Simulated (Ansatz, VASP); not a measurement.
## GaN in VASP and in Ansatz

INCAR

```
SYSTEM = GaN
PREC = Accurate
ENCUT = 520
EDIFF = 1E-7
ISMEAR = -1
SIGMA = 0.05
LREAL = .False.
LASPH = .True.
NELM = 100
ALGO = Normal
ISIF = 2
LWAVE = .False.
LCHARG = .False.
GGA = B5
ALDAX = 1.0
AGGAX = 1.0
AGGAC = 1.0
ALDAC = 0.0
NBANDS = 16
```

File KPOINTS:

```
regular mesh
0
Gamma
  10 10 10
  0 0 0
```

Contents of POSCAR:

```
GaN
1.0
    0.0000000000      2.2535006075      2.2535006075
    2.2535006075      0.0000000000      2.2535006075
    2.2535006075      2.2535006075      0.0000000000
Ga N
1 1
Direct
    0.0000000000      0.0000000000      0.0000000000
    0.2500000000      0.2500000000      0.2500000000
```

File input.yaml:

```yaml
crystal:
  lattice:
    - [0.0, 2.2535006075, 2.2535006075]
    - [2.2535006075, 0.0, 2.2535006075]
    - [2.2535006075, 2.2535006075, 0.0]
  atoms:
    - { symbol: Ga, position: [0.0, 0.0, 0.0] }
    - { symbol: "N", position: [0.25, 0.25, 0.25] }
kpoints:
  mp_grid: { grid: [10, 10, 10] }
  band_path:
    path:
      - [0.0, 0.0, 0.0]
      - [0.5, 0.0, 0.5]
      - [0.5, 0.25, 0.75]
      - [0.375, 0.375, 0.75]
      - [0.0, 0.0, 0.0]
      - [0.5, 0.5, 0.5]
      - [0.625, 0.25, 0.625]
      - [0.5, 0.25, 0.75]
    npoints: 8
scf:
  occupations: { method: fermi_dirac, width: 0.05 }
hamiltonian:
  xc: blyp
  pseudopotentials: { kind: all_electron, lapw: { basis_error: 0.001 } }
output:
  forces: true
  stress: true
  eigenvalues: true
```

Alike in both runs: functional BLYP; k mesh 10 × 10 × 10; occupations fermi-dirac, width 0.05 eV; no spin polarisation.

|  | VASP | Ansatz |
| --- | --- | --- |
| version | VASP 6.6.1 | Ansatz 0.2.0 |
| potentials or method | VASP PAW PBE potentials, release 64 (Ga_d, N), cutoff 520 eV | all-electron LAPW, scalar-relativistic |
| task | single point | band structure |

```tsv
	VASP	Ansatz	Ansatz less VASP
gap on the k mesh at the Fermi level (eV)	1.81	1.83	+0.016
least direct gap on the mesh (eV)	1.81	1.83	+0.016
pressure (GPa)	12.0	11.0	-1.08
```

VASP's potentials were made for PBE, not for BLYP. Ansatz ran all-electron here, and VASP with PAW potentials.
